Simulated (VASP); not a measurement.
# MnS (P6_3mc) in VASP: notebook

The runs below take MnS through single point, with PBE+U.

Program: VASP 6.6.1. These are calculated values, not measurements. Logs are shortened: lines on timing, memory, paths and dates and some standing lists are left out, and cuts for length are marked.

### 1 The cell of the first run

Symmetry: P6_3mc, No. 186, hexagonal system. Conventional cell: a = 3.976 Å, b = 3.976 Å, c = 6.432 Å, α = 90.00°, β = 90.00°, γ = 120.00°. Within 3.2 Å of Mn (site symmetry 3m) lie 4 S at 2.41 to 2.48 Å. S (site symmetry 3m) has 4 Mn at 2.41 to 2.48 Å within 3.2 Å.

### 2 Single point, PBE+U, collinear spin, zero start

Contents of INCAR:

```
SYSTEM = MnS
  ALGO = Normal
  EDIFF = 1E-6
  ENCUT = 520
  GGA = PE
  ISIF = 2
  ISMEAR = 0
  ISPIN = 2
  LASPH = .TRUE.
  LCHARG = .FALSE.
  LDAU = .TRUE.
  LDAUJ = 0 0
  LDAUL = 2 -1
  LDAUPRINT = 1
  LDAUTYPE = 2
  LDAUU = 5 0
  LMAXMIX = 4
  LORBIT = 11
  LREAL = .FALSE.
  LWAVE = .FALSE.
  MAGMOM = 0 0 0 0
  NBANDS = 31
  NELM = 150
  NUPDOWN = 0.0
  PREC = Accurate
  SIGMA = 0.05
```

Contents of KPOINTS:

```
k-points
0
G
  6 6 3
  0 0 0
```

Contents of POSCAR:

```
MnS
1.0
    3.9760016100      0.0000000000      0.0000000000
   -1.9880008000      3.4433184000      0.0000000000
    0.0000000000      0.0000000000      6.4320005000
Mn S
2 2
Direct
    0.3333333333      0.6666666667      0.0000000000
    0.6666666667      0.3333333333      0.5000000000
    0.3333333333      0.6666666667      0.3850000000
    0.6666666667      0.3333333333      0.8850000000
```

Potentials or basis: VASP PAW PBE potentials, release 64 (Mn_pv, S).

Command:

```bash
$ cat potpaw_PBE.64/Mn_pv/POTCAR potpaw_PBE.64/S/POTCAR > POTCAR
$ mpirun -np 1 vasp_std > vasp.out
```

OUTCAR:

```text
SYSTEM = MnS
   EDIFF = 1E-6
   ENCUT = 520
   GGA = PE
   ISIF = 2
   ISMEAR = 0
   ISPIN = 2
   LASPH = .TRUE.
   LORBIT = 11
   LREAL = .FALSE.
   NELM = 150
   NUPDOWN = 0.0
   PREC = Accurate

 ion  position               nearest neighbor table
   1  0.333  0.667  0.000-   4 2.41   4 2.41   4 2.41   3 2.48
   2  0.667  0.333  0.500-   3 2.41   3 2.41   3 2.41   4 2.48
   3  0.333  0.667  0.385-   2 2.41   2 2.41   2 2.41   1 2.48
   4  0.667  0.333  0.885-   1 2.41   1 2.41   1 2.41   2 2.48

  LATTYP: Found a hexagonal cell.
 ALAT       =     3.9760016100
 C/A-ratio  =     1.6177057081

  Lattice vectors:

 A1 = (   3.9760016100,   0.0000000000,   0.0000000000)
 A2 = (  -1.9880008000,   3.4433184000,   0.0000000000)
 A3 = (   0.0000000000,   0.0000000000,   6.4320005000)

Analysis of symmetry for initial positions (statically):
=====================================================================
 Subroutine PRICEL returns:
 Original cell was already a primitive cell.

 Routine SETGRP: Setting up the symmetry group for a
 hexagonal supercell.

 Subroutine GETGRP returns: Found 12 space group operations
 (whereof  6 operations were pure point group operations)
 out of a pool of 24 trial point group operations.

The static configuration has the point symmetry C_3v.
 The point group associated with its full space group is C_6v.

Analysis of symmetry for dynamics (positions and initial velocities):
=====================================================================
 Subroutine PRICEL returns:
 Original cell was already a primitive cell.

 Routine SETGRP: Setting up the symmetry group for a
 hexagonal supercell.

 Subroutine GETGRP returns: Found 12 space group operations
 (whereof  6 operations were pure point group operations)
 out of a pool of 24 trial point group operations.

The dynamic configuration has the point symmetry C_3v.
 The point group associated with its full space group is C_6v.

Analysis of structural, dynamic, and magnetic symmetry:
=====================================================================
 Subroutine PRICEL returns:
 Original cell was already a primitive cell.

 Routine SETGRP: Setting up the symmetry group for a
 hexagonal supercell.

 Subroutine GETGRP returns: Found 12 space group operations
 (whereof  6 operations were pure point group operations)
 out of a pool of 24 trial point group operations.

The overall configuration has the point symmetry C_3v.
 The point group associated with its full space group is C_6v.

 Subroutine INISYM returns: Found 12 space group operations
 (whereof  6 operations are pure point group operations),
 and found     1 'primitive' translations

----------------------------------------------------------------------------------------

                                     Primitive cell

  volume of cell :      88.0582

  direct lattice vectors                    reciprocal lattice vectors
     3.976001610  0.000000000  0.000000000     0.251508952  0.145208761  0.000000000
    -1.988000800  3.443318400  0.000000000     0.000000000  0.290417523  0.000000000
     0.000000000  0.000000000  6.432000500     0.000000000  0.000000000  0.155472625

  length of vectors
     3.976001610  3.976001608  6.432000500     0.290417523  0.290417523  0.155472625

  position of ions in fractional coordinates (direct lattice)
     0.333333333  0.666666667  0.000000000
     0.666666667  0.333333333  0.500000000
     0.333333333  0.666666667  0.385000000
     0.666666667  0.333333333  0.885000000

  ion indices of the primitive-cell ions
   primitive index   ion index
                 1           1
                 2           2
                 3           3
                 4           4

----------------------------------------------------------------------------------------

 KPOINTS: k-points
[... 84 lines left out ...]
   U (eV)           for each species LDAUU =   5.0  0.0
   J (eV)           for each species LDAUJ =   0.0  0.0
   GGA     = PE    functional components
   LHFCALC =     F    Hartree Fock is set to
   AEXX    =    0.0000 exact exchange contribution
   IVDW    =     0    specifies the selected vdW correction
   LEPSILON=     F    determine dielectric tensor
   LRPA    =     F    only Hartree local field effects (RPA)
 spin polarized calculation
 Gauss-broadening in eV      SIGMA  =   0.05
  energy-cutoff  :      520.00
  volume of cell :       88.06
 maximum number of plane-waves:      2418
 NGX is ok and might be reduce to    30
   NGX = 15   NGY = 15   NGZ = 23

 number of electron      37.9999988 magnetization      -0.0000000

atom =   1  type =  1  l = 2

 onsite density matrix

spin component  1

  0.4376  0.0000 -0.0000 -0.2423  0.0000
  0.0000  0.7763 -0.0000  0.0000 -0.2423
 -0.0000 -0.0000  0.1016  0.0000  0.0000
 -0.2423  0.0000  0.0000  0.7763 -0.0000
  0.0000 -0.2423  0.0000 -0.0000  0.4376

spin component  2

  0.4377  0.0000 -0.0000 -0.2424  0.0000
  0.0000  0.7762 -0.0000  0.0000 -0.2424
 -0.0000 -0.0000  0.1017  0.0000  0.0000
 -0.2424  0.0000  0.0000  0.7762 -0.0000
  0.0000 -0.2424  0.0000 -0.0000  0.4377

 occupancies and eigenvectors

  o =  0.1016  v = -0.0000  0.0000 -1.0000 -0.0000  0.0000  0.0000  0.0000  0.0000  0.0000  0.0000      0.0000  0.0000  0.0000  0.0000  0.0000  0.0000  0.0000  0.0000  0.0000  0.0000
  o =  0.1017  v =  0.0000  0.0000  0.0000  0.0000  0.0000 -0.0000  0.0000 -1.0000 -0.0000  0.0000      0.0000  0.0000  0.0000  0.0000  0.0000  0.0000  0.0000  0.0000  0.0000  0.0000
  o =  0.3113  v =  0.0000  0.0000  0.0000  0.0000  0.0000  0.6426 -0.3185 -0.0000  0.3350 -0.6110      0.0000  0.0000  0.0000  0.0000  0.0000  0.0000  0.0000  0.0000  0.0000  0.0000
  o =  0.3113  v =  0.0000  0.0000  0.0000  0.0000  0.0000 -0.6110 -0.3350  0.0000 -0.3185 -0.6426      0.0000  0.0000  0.0000  0.0000  0.0000  0.0000  0.0000  0.0000  0.0000  0.0000
  o =  0.3114  v =  0.6427 -0.3184 -0.0000  0.3349 -0.6111  0.0000  0.0000  0.0000  0.0000  0.0000      0.0000  0.0000  0.0000  0.0000  0.0000  0.0000  0.0000  0.0000  0.0000  0.0000
  o =  0.3114  v = -0.6111 -0.3349  0.0000 -0.3184 -0.6427  0.0000  0.0000  0.0000  0.0000  0.0000      0.0000  0.0000  0.0000  0.0000  0.0000  0.0000  0.0000  0.0000  0.0000  0.0000
  o =  0.9026  v =  0.0000  0.0000  0.0000  0.0000  0.0000 -0.3350 -0.6110  0.0000  0.6426  0.3185      0.0000  0.0000  0.0000  0.0000  0.0000  0.0000  0.0000  0.0000  0.0000  0.0000
  o =  0.9026  v =  0.0000  0.0000  0.0000  0.0000  0.0000  0.3185 -0.6426 -0.0000 -0.6110  0.3350      0.0000  0.0000  0.0000  0.0000  0.0000  0.0000  0.0000  0.0000  0.0000  0.0000
  o =  0.9026  v = -0.3349 -0.6111  0.0000  0.6427  0.3184  0.0000  0.0000  0.0000  0.0000  0.0000      0.0000  0.0000  0.0000  0.0000  0.0000  0.0000  0.0000  0.0000  0.0000  0.0000
  o =  0.9026  v =  0.3184 -0.6427 -0.0000 -0.6111  0.3349  0.0000  0.0000  0.0000  0.0000  0.0000      0.0000  0.0000  0.0000  0.0000  0.0000  0.0000  0.0000  0.0000  0.0000  0.0000

atom =   2  type =  1  l = 2

 onsite density matrix

spin component  1

  0.4376 -0.0000 -0.0000  0.2423  0.0000
 -0.0000  0.7763  0.0000  0.0000  0.2423
 -0.0000  0.0000  0.1016 -0.0000  0.0000
  0.2423  0.0000 -0.0000  0.7763  0.0000
  0.0000  0.2423  0.0000  0.0000  0.4376

spin component  2

  0.4377 -0.0000 -0.0000  0.2424  0.0000
 -0.0000  0.7762  0.0000  0.0000  0.2424
 -0.0000  0.0000  0.1017 -0.0000  0.0000
  0.2424  0.0000 -0.0000  0.7762  0.0000
  0.0000  0.2424  0.0000  0.0000  0.4377

 occupancies and eigenvectors

  o =  0.1016  v = -0.0000 -0.0000 -1.0000  0.0000  0.0000  0.0000  0.0000  0.0000  0.0000  0.0000      0.0000  0.0000  0.0000  0.0000  0.0000  0.0000  0.0000  0.0000  0.0000  0.0000
  o =  0.1017  v =  0.0000  0.0000  0.0000  0.0000  0.0000 -0.0000 -0.0000 -1.0000  0.0000  0.0000      0.0000  0.0000  0.0000  0.0000  0.0000  0.0000  0.0000  0.0000  0.0000  0.0000
  o =  0.3113  v =  0.0000  0.0000  0.0000  0.0000  0.0000  0.6426  0.3185 -0.0000 -0.3350 -0.6110      0.0000  0.0000  0.0000  0.0000  0.0000  0.0000  0.0000  0.0000  0.0000  0.0000
  o =  0.3113  v =  0.0000  0.0000  0.0000  0.0000  0.0000 -0.6110  0.3350  0.0000  0.3185 -0.6426      0.0000  0.0000  0.0000  0.0000  0.0000  0.0000  0.0000  0.0000  0.0000  0.0000
  o =  0.3114  v =  0.6427  0.3184 -0.0000 -0.3349 -0.6111  0.0000  0.0000  0.0000  0.0000  0.0000      0.0000  0.0000  0.0000  0.0000  0.0000  0.0000  0.0000  0.0000  0.0000  0.0000
  o =  0.3114  v = -0.6111  0.3349  0.0000  0.3184 -0.6427  0.0000  0.0000  0.0000  0.0000  0.0000      0.0000  0.0000  0.0000  0.0000  0.0000  0.0000  0.0000  0.0000  0.0000  0.0000
  o =  0.9026  v =  0.0000  0.0000  0.0000  0.0000  0.0000 -0.3350  0.6110  0.0000 -0.6426  0.3185      0.0000  0.0000  0.0000  0.0000  0.0000  0.0000  0.0000  0.0000  0.0000  0.0000
  o =  0.9026  v =  0.0000  0.0000  0.0000  0.0000  0.0000  0.3185  0.6426 -0.0000  0.6110  0.3350      0.0000  0.0000  0.0000  0.0000  0.0000  0.0000  0.0000  0.0000  0.0000  0.0000
  o =  0.9026  v = -0.3349  0.6111  0.0000 -0.6427  0.3184  0.0000  0.0000  0.0000  0.0000  0.0000      0.0000  0.0000  0.0000  0.0000  0.0000  0.0000  0.0000  0.0000  0.0000  0.0000
  o =  0.9026  v =  0.3184  0.6427 -0.0000  0.6111  0.3349  0.0000  0.0000  0.0000  0.0000  0.0000      0.0000  0.0000  0.0000  0.0000  0.0000  0.0000  0.0000  0.0000  0.0000  0.0000

 number of electron      37.9999988 magnetization       0.0000000

 Free energy of the ion-electron system (eV)
  ---------------------------------------------------
  ext. energy  EPLUGINS =         0.00000000
  ---------------------------------------------------
  free energy    TOTEN  =       -16.10344409 eV

  energy without entropy =      -16.10244924  energy(sigma->0) =      -16.10294667

 E-fermi :   4.2370     XC(G=0):  -9.3468

 val. band max:        4.1842318791   @ k =   0.5000   0.0000   0.0000
 cond. band min:       4.3057680697   @ k =   0.3333   0.0000   0.3333
 fundamental gap:      0.1215361906
 Fermi energy:         4.2370081284

 spin component 1

 k-point     1 :       0.0000    0.0000    0.0000
  band No.  band energies     occupation
      1     -44.0690      1.00000
      2     -44.0690      1.00000
      3     -44.0684      1.00000
      4     -44.0684      1.00000
      5     -44.0256      1.00000
      6     -44.0217      1.00000
[... 465 lines left out ...]
     30      11.2863      0.00000
     31      13.2593      0.00000
 Fermi energy:         4.2370225290

 spin component 2

 k-point     1 :       0.0000    0.0000    0.0000
  band No.  band energies     occupation
      1     -44.0691      1.00000
      2     -44.0691      1.00000
      3     -44.0684      1.00000
      4     -44.0684      1.00000
      5     -44.0254      1.00000
      6     -44.0216      1.00000
[... 465 lines left out ...]
     30      11.2863      0.00000
     31      13.2592      0.00000

------------------------ aborting loop because EDIFF is reached ----------------------------------------

  FORCE on cell =-STRESS in cart. coord.  units (eV):
  Direction    XX          YY          ZZ          XY          YZ          ZX
  --------------------------------------------------------------------------------------
  -------------------------------------------------------------------------------------
  Total       -7.1264492     -7.1264492     -4.7837143     -0.0000000      0.0000000      0.0000000
  in kB     -129.6623748   -129.6623748    -87.0374206     -0.0000002      0.0000000      0.0000000
  external PRESSURE =    -115.4540567 kB  Pullay stress =       0.0000000 kB

 VOLUME and BASIS-vectors are now :
 -----------------------------------------------------------------------------
  energy-cutoff  :      520.00
  volume of cell :       88.06
      direct lattice vectors                 reciprocal lattice vectors
     3.976001610  0.000000000  0.000000000     0.251508952  0.145208761  0.000000000
    -1.988000800  3.443318400  0.000000000     0.000000000  0.290417523  0.000000000
     0.000000000  0.000000000  6.432000500     0.000000000  0.000000000  0.155472625

 POSITION                                       TOTAL-FORCE (eV/Angst)
 -----------------------------------------------------------------------------------
      0.00000      2.29555      0.00000        -0.000000     -0.000000     -0.301148
      1.98800      1.14777      3.21600         0.000000      0.000000     -0.301148
      0.00000      2.29555      2.47632         0.000000     -0.000000      0.301148
      1.98800      1.14777      5.69232        -0.000000      0.000000      0.301148
 -----------------------------------------------------------------------------------
    total drift:                               -0.000000     -0.000000     -0.000107

  FREE ENERGIE OF THE ION-ELECTRON SYSTEM (eV)
  ---------------------------------------------------
  free  energy   TOTEN  =       -16.1034440908 eV

  energy  without entropy=      -16.1024492446  energy(sigma->0) =      -16.10294667

 total charge

# of ion       s       p       d       tot
------------------------------------------
    1        0.248   6.170   5.035  11.454
    2        0.248   6.170   5.035  11.454
    3        1.312   2.386   0.000   3.698
    4        1.312   2.386   0.000   3.698
--------------------------------------------------
tot          3.120  17.113  10.071  30.303

 magnetization (x)

# of ion       s       p       d       tot
------------------------------------------
    1       -0.000  -0.000   0.000   0.000
    2       -0.000  -0.000   0.000   0.000
    3        0.000  -0.000   0.000  -0.000
    4        0.000  -0.000   0.000  -0.000
--------------------------------------------------
tot          0.000  -0.000   0.000   0.000
```

Wall time 58 s (1 thread of AMD EPYC 9R45 (Zen 5), shared host); peak memory 0.23 GiB.

Results:

```
Free energy                                           : -16.1034 eV
Pressure                                              : -11.5 GPa
Largest force                                         : 0.301 eV/Å
Net moment                                            : 0.00 μB per cell
Valence electrons inside the program's atomic spheres : Mn 11.45; S 3.70
```

Forces on the atoms (eV/Å):
```
Mn   0.000  0.000 -0.301
Mn   0.000  0.000 -0.301
S    0.000  0.000  0.301
S    0.000  0.000  0.301
```

Eigenvalues of the final occupation matrices:
```tsv
site	spin	trace	eigenvalues
site 1 d	1	2.53	0.10 0.31 0.31 0.90 0.90
site 1 d	2	2.53	0.10 0.31 0.31 0.90 0.90
site 2 d	1	2.53	0.10 0.31 0.31 0.90 0.90
site 2 d	2	2.53	0.10 0.31 0.31 0.90 0.90
```

Caveat: the total moment is fixed, so each spin has its own Fermi level.

### 3 Single point, PBE+U, collinear spin, ferrimagnetic start

Contents of INCAR:

```
PREC     = Accurate       # precision mode
ENCUT    = 600            # plane-wave cutoff, eV
EDIFF    = 1E-6           # SCF threshold, eV
ISMEAR   = 0              # smearing method
SIGMA    = 0.05           # smearing width, eV
LREAL    = False          # projectors in reciprocal space
LASPH    = True           # aspherical terms in the spheres
NELM     = 200            # most SCF steps
ALGO     = Normal         # electronic algorithm
ISIF     = 2              # what is computed and relaxed
LWAVE    = False          # write WAVECAR
LCHARG   = False          # write CHGCAR
ISPIN    = 2              # spin polarisation
MAGMOM   = 4.13 4.13 -0.27 -0.27 # initial moments
LORBIT   = 11             # projections on sites
NUPDOWN  = 7.5            # fixed moment
LMAXMIX  = 4              # l up to which the mixer works
LDAU     = True           # DFT+U
LDAUTYPE = 2            
LDAUL    = 2 -1           # shell
LDAUU    = 5 0            # U, eV
LDAUJ    = 0 0          
LDAUPRINT= 1            
GGA      = PE             # functional
NBANDS   = 33             # bands
GGA_COMPAT= False
```

Contents of KPOINTS:

```
regular mesh
0
Gamma
  6 6 3
```

POSCAR is that of step 2.

Potentials or basis: VASP PAW PBE potentials, release 64 (Mn_sv, S).

Command:

```bash
$ cat potpaw_PBE.64/Mn_sv/POTCAR potpaw_PBE.64/S/POTCAR > POTCAR
$ mpirun -np 1 vasp_std > vasp.out
```

OUTCAR:

```text
PREC = Accurate
   ENCUT = 600
   EDIFF = 1E-6
   ISMEAR = 0
   LREAL = False
   LASPH = True
   NELM = 200
   ISIF = 2
   ISPIN = 2
   LORBIT = 11
   NUPDOWN = 7.5
   GGA = PE

 ion  position               nearest neighbor table
   1  0.333  0.667  0.000-   4 2.41   4 2.41   4 2.41   3 2.48
   2  0.667  0.333  0.500-   3 2.41   3 2.41   3 2.41   4 2.48
   3  0.333  0.667  0.385-   2 2.41   2 2.41   2 2.41   1 2.48
   4  0.667  0.333  0.885-   1 2.41   1 2.41   1 2.41   2 2.48

  LATTYP: Found a hexagonal cell.
 ALAT       =     3.9760016100
 C/A-ratio  =     1.6177057081

  Lattice vectors:

 A1 = (   3.9760016100,   0.0000000000,   0.0000000000)
 A2 = (  -1.9880008000,   3.4433184000,   0.0000000000)
 A3 = (   0.0000000000,   0.0000000000,   6.4320005000)

Analysis of symmetry for initial positions (statically):
[... 1274 lines left out ...]
------------------------ aborting loop because EDIFF is reached ----------------------------------------

  FORCE on cell =-STRESS in cart. coord.  units (eV):
  Direction    XX          YY          ZZ          XY          YZ          ZX
  --------------------------------------------------------------------------------------
  -------------------------------------------------------------------------------------
  Total       -2.8668378     -2.8668378     -1.7744504     -0.0000000      0.0000000     -0.0000000
  in kB      -52.1607581    -52.1607581    -32.2852865     -0.0000001      0.0000000     -0.0000000
  external PRESSURE =     -45.5356009 kB  Pullay stress =       0.0000000 kB

 VOLUME and BASIS-vectors are now :
 -----------------------------------------------------------------------------
  energy-cutoff  :      600.00
  volume of cell :       88.06
      direct lattice vectors                 reciprocal lattice vectors
     3.976001610  0.000000000  0.000000000     0.251508952  0.145208761  0.000000000
    -1.988000800  3.443318400  0.000000000     0.000000000  0.290417523  0.000000000
     0.000000000  0.000000000  6.432000500     0.000000000  0.000000000  0.155472625

 POSITION                                       TOTAL-FORCE (eV/Angst)
 -----------------------------------------------------------------------------------
      0.00000      2.29555      0.00000        -0.000000     -0.000000      0.108413
      1.98800      1.14777      3.21600         0.000000      0.000000      0.108413
      0.00000      2.29555      2.47632        -0.000000     -0.000000     -0.108413
      1.98800      1.14777      5.69232         0.000000      0.000000     -0.108413
 -----------------------------------------------------------------------------------
    total drift:                               -0.000001      0.000000      0.000596

  FREE ENERGIE OF THE ION-ELECTRON SYSTEM (eV)
  ---------------------------------------------------
  free  energy   TOTEN  =       -21.6591077016 eV

  energy  without entropy=      -21.6556185761  energy(sigma->0) =      -21.65736314

 total charge

# of ion       s       p       d       tot
------------------------------------------
    1        2.146   6.013   4.731  12.890
    2        2.146   6.013   4.731  12.890
    3        1.328   2.374   0.000   3.702
    4        1.328   2.374   0.000   3.702
--------------------------------------------------
tot          6.948  16.774   9.461  33.183

 magnetization (x)

# of ion       s       p       d       tot
------------------------------------------
    1        0.025   0.014   3.875   3.914
    2        0.025   0.014   3.875   3.914
    3       -0.001  -0.211   0.000  -0.212
    4       -0.001  -0.211   0.000  -0.212
--------------------------------------------------
tot          0.049  -0.395   7.750   7.404
```

It took 47 s on 1 thread of Intel Xeon 6975P-C (Granite Rapids), shared host; peak memory 0.29 GiB.

Results:

- Free energy: -21.6591 eV
- Pressure: -4.6 GPa
- Largest force: 0.108 eV/Å
- Net moment: 7.50 μB per cell
- Site moments: Mn +3.91; S -0.21 μB
- Valence electrons inside the program's atomic spheres: Mn 12.89; S 3.70

Forces in eV/Å, atoms in the order of the input:
```
Mn   0.000  0.000  0.108
Mn   0.000  0.000  0.108
S    0.000  0.000 -0.108
S    0.000  0.000 -0.108
```

Eigenvalues of the final occupation matrices:
```tsv
site	spin	trace	eigenvalues
site 1 d	1	4.32	0.83 0.83 0.87 0.90 0.90
site 1 d	2	0.43	0.02 0.02 0.06 0.16 0.16
site 2 d	1	4.32	0.83 0.83 0.87 0.90 0.90
site 2 d	2	0.43	0.02 0.02 0.06 0.16 0.16
```

Caveat: the total moment is fixed, so each spin has its own Fermi level.

(Part 1 of 3 ends here.)
